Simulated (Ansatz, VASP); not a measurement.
# Re in VASP and in Ansatz

File INCAR:

```
SYSTEM = Re
ALGO = Fast ; EDIFF = 1E-6
ENCUT = 520 ; GGA = PS
ISIF = 2 ; ISMEAR = 0
LASPH = .TRUE. ; LCHARG = .FALSE.
LREAL = .FALSE. ; LWAVE = .FALSE.
NBANDS = 10 ; NELM = 60
PREC = Accurate ; SIGMA = 0.15
```

File KPOINTS:

```
k-points
0
G
  20 20 20
  0 0 0
```

File POSCAR:

```
Re
1.0
    0.0000000000      2.0935000000      1.9750000000
    1.8565000000      0.0000000000      1.9750000000
    1.8565000000      2.0935000000      0.0000000000
Re
1
Direct
    0.0000000000      0.0000000000      0.0000000000
```

Input for Ansatz:

```yaml
crystal:
  lattice:
    - [0.0, 2.0935, 1.975]
    - [1.8565, 0.0, 1.975]
    - [1.8565, 2.0935, 0.0]
  atoms:
    - { symbol: Re, position: [0.0, 0.0, 0.0] }
basis:
  ecutwfc: 420
kpoints:
  mp_grid: { grid: [20, 20, 20] }
hamiltonian:
  xc: pbesol
scf:
  occupations: { method: gaussian, width: 0.15 }
output:
  forces: true
  stress: true
  eigenvalues: true
```

Change from the starting cell: strain -0.0600 x Voigt [1, -1, 0, 0, 0, 0], atoms carried along.

Alike in both runs: task single point; functional PBEsol; k mesh 20 × 20 × 20; occupations gaussian, width 0.15 eV; no spin polarisation.

```csv
,VASP,Ansatz
version,VASP 6.6.1,Ansatz 0.2.0
potentials or method,"VASP PAW PBE potentials, release 64 (Re), cutoff 520 eV","scalar-relativistic, plane waves, PAW"
valence electrons in the cell,7,15
```

|  | VASP | Ansatz | Ansatz less VASP |
| --- | --- | --- | --- |
| gap on the k mesh at the Fermi level (eV) | none | none | - |
| pressure (GPa) | -16.5 | -16.0 | +0.46 |
| traceless stress, the component that is largest in VASP (GPa) | -15.24 | -15.44 | -0.194 |

VASP's potentials were made for PBE, not for PBEsol. A gap of «none» marks a metal or a gap that the smearing closes. With one functional, cell and mesh, what is left measures potentials, basis and numerics. VASP's potentials hold 7 valence electrons a cell and Ansatz's 15, so a difference there can come from the potentials and not from the codes.

Neither program's run includes spin-orbit coupling.
